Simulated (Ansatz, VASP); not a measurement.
Mg in VASP and in Ansatz

Contents of INCAR:

```
ALGO = Normal
EDIFF = 1E-7
ENCUT = 520
GGA = CA
ISIF = 2
ISMEAR = -1
LASPH = True
LCHARG = False
LREAL = False
LWAVE = False
NBANDS = 7
NELM = 80
PREC = Accurate
SIGMA = 0.03
```

File KPOINTS:

```
k-points
0
Gamma
  19 19 19
```

POSCAR

```
Mg
1.0
   -1.4912650000      1.4765000000      1.4765000000
    1.4765000000     -1.4912650000      1.4765000000
    1.4765000000      1.4765000000     -1.4912650000
Mg
1
Direct
    0.0000000000      0.0000000000      0.0000000000
```

Input for Ansatz:

```yaml
crystal:
  lattice:
    - [-1.491265, 1.4765, 1.4765]
    - [1.4765, -1.491265, 1.4765]
    - [1.4765, 1.4765, -1.491265]
  atoms:
    - { symbol: Mg, position: [0.0, 0.0, 0.0] }
kpoints:
  mp_grid: { grid: [19, 19, 19] }
  band_path:
    path:
      - [0.0, 0.0, 0.0]
      - [0.0, 0.0, 0.5]
      - [-0.5, 0.5, 0.5]
      - [-0.7524689983, 0.2475310017, 0.2475310017]
      - [0.2475310017, 0.2475310017, 0.2475310017]
      - [0.0, 0.0, 0.0]
      - [-0.5, 0.0, 0.5]
    npoints: 5
scf:
  occupations: { method: fermi_dirac, width: 0.03 }
hamiltonian:
  xc: lda
  pseudopotentials: { kind: all_electron, lapw: { basis_error: 0.0005 } }
output:
  forces: true
  stress: true
  eigenvalues: true
```

Change from the starting cell: equal xy, yz and zx shear strains of -1 %.

Alike in both runs: task single point; functional LDA; k mesh 19 × 19 × 19; occupations fermi-dirac, width 0.03 eV; no spin polarisation.

|  | VASP | Ansatz |
| --- | --- | --- |
| version | VASP 6.6.1 | Ansatz 0.2.0 |
| potentials or method | VASP PAW LDA potentials, release 64 (Mg), cutoff 520 eV | all-electron LAPW, scalar-relativistic |

|  | VASP | Ansatz | Ansatz less VASP |
| --- | --- | --- | --- |
| pressure (GPa) | 55.9 | 55.6 | -0.34 |
| traceless stress, the component that is largest in VASP (GPa) | 1.33 | 1.31 | -0.020 |

LDA's correlation is that of Perdew and Zunger in VASP and of Perdew and Wang (1992) in Ansatz. Both programs put the cell under a high pressure, so it lies far from rest at this level. Ansatz ran all-electron here, and VASP with PAW potentials.
